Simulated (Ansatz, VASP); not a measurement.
## Two plane-wave programs on Hg3P2

```
CELL_PARAMETERS angstrom
4.30155 0.00000 0.00000
-2.15077 3.72525 0.00000
0.00000 0.00000 6.69251
ATOMIC_POSITIONS crystal
Hg 0.00000 0.00000 0.00000
Hg 0.33333 0.66667 0.64500
Hg 0.66667 0.33333 0.35500
P 0.33333 0.66667 0.24500
P 0.66667 0.33333 0.75500
```

Alike in both runs: task relaxation of cell and atoms; functional PBE; k mesh 6 × 6 × 4; occupations gaussian, width 0.1 eV; no spin polarisation.

|  | VASP | Ansatz |
| --- | --- | --- |
| version | VASP 6.6.1 | Ansatz 0.2.0 |
| potentials or method | VASP PAW PBE potentials, release 64 (Hg, P), cutoff 600 eV | scalar-relativistic, plane waves, PAW |
| valence electrons in the cell | 46 | 70 |

```csv
,VASP,Ansatz,Ansatz less VASP
"gap on the k mesh at the Fermi level, each at its own relaxed structure (eV)",none,none,-
relaxed volume (Å³/atom),22.75,22.74,-0.015
relaxed cell length with the largest relative difference (Å),7.432,7.420,-0.0120
```

A gap of «none» marks a metal or a gap that the smearing closes. VASP's potentials hold 46 valence electrons a cell and Ansatz's 70, so a difference there can come from the potentials and not from the codes.

Spin-orbit coupling is off throughout.
